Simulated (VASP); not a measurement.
Wanted: the native input for a VASP 6.6.1 run.

```
Task                   : single point
Functional             : PBE
Potentials or basis    : VASP PAW PBE potentials, release 64 (Mg)
Cutoff                 : 520 eV
k mesh                 : 7 × 7 × 10
Occupations            : fermi-dirac, width 0.08 eV
Spin                   : no spin polarisation
Dipole correction      : no
Further INCAR settings : ALGO = Normal; EDIFF = 1e-06; NBANDS = 10
```

The structure of Mg lies in POSCAR:

```
Mg
1.0
    4.1285329179      0.0000000000      0.0000000000
   -2.0642664590      3.5754143873      0.0000000000
    0.0000000000      0.0000000000      2.4613798167
Mg
3
Direct
    0.0000000000      0.0000000000      0.0000000000
    0.3333333333      0.6666666667      0.5000000000
    0.6666666667      0.3333333333      0.5000000000
```

One way to write it, as run:

INCAR

```
ALGO = Normal ; EDIFF = 1E-6
ENCUT = 520 ; GGA = PE
ISIF = 2 ; ISMEAR = -1
LASPH = True ; LCHARG = True
LELF = True ; LREAL = False
LVHAR = True ; LWAVE = False
NBANDS = 10 ; NELM = 100
PREC = Accurate ; SIGMA = 0.08
```

KPOINTS

```
k-points
0
Gamma
  7 7 10
```

Potentials or basis: VASP PAW PBE potentials, release 64 (Mg).

Command:

```sh
$ cat potpaw_PBE.64/Mg/POTCAR > POTCAR
$ mpirun -np 1 vasp_std > vasp.out
```

Results of the run:

| Quantity | Value |
| --- | --- |
| Pressure | 80.1 GPa |
| Band gap on the k mesh | zero (band 3 reaches 11.29 eV, above the bottom of band 4 at 6.11 eV) |

It took 10 s on 1 thread of Intel(R) Xeon(R) Platinum 8259CL CPU @ 2.50GHz (Skylake/Cascade Lake) (shared host), peak memory 0.15 GiB.
